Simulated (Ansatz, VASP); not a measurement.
# CoPtO2: VASP beside Ansatz

Contents of INCAR:

```
PREC = Accurate
ENCUT = 520
EDIFF = 1E-7
ISMEAR = 0
SIGMA = 0.05
LREAL = False
LASPH = True
NELM = 150
ALGO = Normal
ISIF = 2
LWAVE = False
LCHARG = False
ISPIN = 2
MAGMOM = 2 -3 0 0
LORBIT = 11
LMAXMIX = 4
LDAU = True
LDAUTYPE = 2
LDAUL = -1 2 -1
LDAUU = 0 3.3 0
LDAUJ = 0 0 0
LDAUPRINT = 1
GGA = PE
NBANDS = 28
```

The input KPOINTS:

```
regular mesh
0
Gamma
  12 12 12
```

Contents of POSCAR:

```
CoPtO2
1.0
    1.4828611286      0.8561302717      6.0505076365
   -1.4828611286      0.8561302717      6.0505076365
    0.0000000000     -1.7122605435      6.0505076365
Pt Co O
1 1 2
Direct
    0.0000000000      0.0000000000      0.0000000000
    0.5000000000      0.5000000000      0.5000000000
    0.1085295969      0.1085295969      0.1085295969
    0.8914704031      0.8914704031      0.8914704031
```

Input for Ansatz:

```yaml
crystal:
  lattice:
    - [1.4828611286, 0.8561302717, 6.0505076365]
    - [-1.4828611286, 0.8561302717, 6.0505076365]
    - [0.0, -1.7122605435, 6.0505076365]
  atoms:
    - { symbol: Pt, position: [0.0, 0.0, 0.0], spin: 2.0 }
    - { symbol: Co, position: [0.5, 0.5, 0.5], spin: -3.0 }
    - { symbol: O, position: [0.1085295969, 0.1085295969, 0.1085295969] }
    - { symbol: O, position: [0.8914704031, 0.8914704031, 0.8914704031] }
basis:
  ecutwfc: 420
  ecutrho_ratio: 4
kpoints:
  mp_grid: { grid: [12, 12, 12] }
hamiltonian:
  xc: pbe
  hubbard: { sites: [{ species: Co, l: d, u_eff: 3.3 }] }
scf:
  occupations: { method: gaussian, width: 0.05 }
  lower_state_search: "off"
output:
  forces: true
  stress: true
  eigenvalues: true
  populations: true
  hubbard: { sites: [{ species: Co, l: d }] }
  write_density: true
  write_potential: true
  elf: true
  volumetric_format: npy
magnetization:
  spin_polarized: true
checkpoint:
  read: start.run
  write: ck
  compress: false
  write_wavefunctions: false
  write_every: 100000
```

Alike in both runs: task single point; functional PBE; k mesh 12 × 12 × 12; occupations gaussian, width 0.05 eV; collinear spin; Hubbard terms Co d U = 3.3 eV.

```csv
,VASP,Ansatz
version,VASP 6.6.1,Ansatz 0.2.0
potentials or method,"VASP PAW PBE potentials, release 64 (Pt, Co, O), cutoff 520 eV","scalar-relativistic, plane waves, PAW"
valence electrons in the cell,31,47
```

```csv
,VASP,Ansatz,Ansatz less VASP
gap on the k mesh at the Fermi level (eV),none,none,-
pressure (GPa),0.6,-0.1,-0.70
"traceless stress, the component that is largest in VASP (GPa)",7.47,2.46,-5.013
rms of the force components (eV/Å),0.117,0.113,-0.0039
net moment per atom (μB),0.82,0.51,-0.314
size of the moment on the site where the two differ most (μB),2.88,2.22,-0.661
```

The net moments are unlike, so the other rows may belong to different states. Site moments also hang on the region over which each program counts them. The programs project onto different local orbitals, so the same U acts differently, and such runs can settle in different states. Atom by atom the forces differ by 0.224 eV/Å (rms over components). A gap of «none» marks a metal or a gap that the smearing closes. VASP's potentials hold 31 valence electrons a cell and Ansatz's 47, so a difference there can come from the potentials and not from the codes. Ansatz's warnings: filled band counts differ across k points.

Spin-orbit coupling is off throughout.
